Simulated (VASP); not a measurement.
**MgO: single point with PBE**

**What was measured.**

From “Electronic structure of alkaline earth and post-transition metal oxides”, 2009, arxiv:0908.1581, for a bulk crystal of MgO: band gap 7.83 eV.

Crystal: MgO.

```
CELL_PARAMETERS angstrom
0.00000 2.12750 2.12750
2.12750 0.00000 2.12750
2.12750 2.12750 0.00000
ATOMIC_POSITIONS crystal
Mg 0.00000 0.00000 0.00000
O 0.50000 0.50000 0.50000
```

| Property | Result |
| --- | --- |
| Program | VASP 6.6.1 |
| Task | single point |
| Functional | PBE |
| Potentials or basis | VASP PAW PBE potentials, release 64 (Mg_sv, O) |
| Cutoff | 840 eV |
| k mesh | 8 × 8 × 8 |
| Occupations | gaussian, width 0.05 eV |
| Spin | no spin polarisation |
| Dipole correction | no |
| Further INCAR settings | ALGO = Normal; EDIFF = 1e-06; NBANDS = 15 |

* Pressure: -0.1 GPa
* Band gap on the k mesh: 4.45 eV

Levels at points of the mesh, in eV from the valence-band top:
```csv
k point,band 6,band 7,band 8,band 9,band 10,band 11
"(0.00, 0.00, 0.00)",0.00,0.00,0.00,4.45,15.63,15.63
"(0.50, 0.00, 0.00)",-4.48,-0.62,-0.62,7.72,12.27,16.02
"(0.50, 0.50, 0.00)",-3.93,-1.30,-1.30,9.09,9.68,12.78
```

Run time: 12 s on 1 thread of AMD EPYC 7R13 Processor (Zen 3) (shared host), peak memory 0.13 GiB.

Measured gap of MgO: 7.83 eV (quoted in “Electronic structure of alkaline earth and post-transition metal oxides”, 2009, arxiv:0908.1581). This calculation gives 4.45 eV (-3.38 eV). The value is that of PBE, without temperature or zero-point motion. Semilocal functionals fall short of measured gaps as a rule.
